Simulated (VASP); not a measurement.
Set up this calculation in VASP 6.6.1, as the native input.

- Task: relaxation of cell and atoms
- Functional: PBEsol
- Potentials or basis: VASP PAW PBE potentials, release 64 (Cu)
- Cutoff: 600 eV
- k mesh: 20 × 20 × 20
- Occupations: fermi-dirac, width 0.1 eV
- Spin: no spin polarisation
- Target pressure: 21.1 GPa
- Dipole correction: no
- Further INCAR settings: ALGO = Normal; EDIFF = 1e-07; IBRION = 2; EDIFFG = -0.002; NSW = 80; ISIF = 3

The structure of Cu lies in POSCAR:

```
Cu
1.0
    0.0000000000      1.7241115103      1.7241115103
    1.7241115103      0.0000000000      1.7241115103
    1.7241115103      1.7241115103      0.0000000000
Cu
1
Direct
    0.0000000000      0.0000000000      0.0000000000
```

These files were run (other wordings do the same):

INCAR

```
PREC = Accurate
ENCUT = 600
EDIFF = 1E-7
ISMEAR = -1
SIGMA = 0.1
LREAL = F
LASPH = T
NELM = 100
ALGO = Normal
ISIF = 3
LWAVE = F
LCHARG = F
GGA = PS
IBRION = 2
NSW = 80
EDIFFG = -0.002
PSTRESS = 211.0
```

KPOINTS

```
regular mesh
0
Gamma
  20 20 20
```

Potentials or basis: VASP PAW PBE potentials, release 64 (Cu).

Run with:

```bash
$ cat potpaw_PBE.64/Cu/POTCAR > POTCAR
$ mpirun -np 1 vasp_std > vasp.out
```

It gave:

* Relaxed volume: 10.29 Å³/atom
* Relaxed cell: a = 2.441 Å, b = 2.441 Å, c = 2.441 Å, α = 60.00°, β = 60.00°, γ = 60.00°
* Space group after relaxing (to 0.05 Å): Fm-3m (No. 225)
* Energy change on relaxing (the enthalpy is what falls): -4.9 meV/atom
* Ionic steps: 3
* Pressure after relaxing: 21.1 GPa

Caveat: the cell is relaxed towards a set pressure, so the enthalpy falls and the energy may rise; the PAW data sets were made with another functional, which shifts forces and pressure a little.

Wall time 30 s on 1 thread of Intel(R) Xeon(R) Platinum 8488C (Sapphire Rapids) (shared host), peak memory 0.15 GiB.
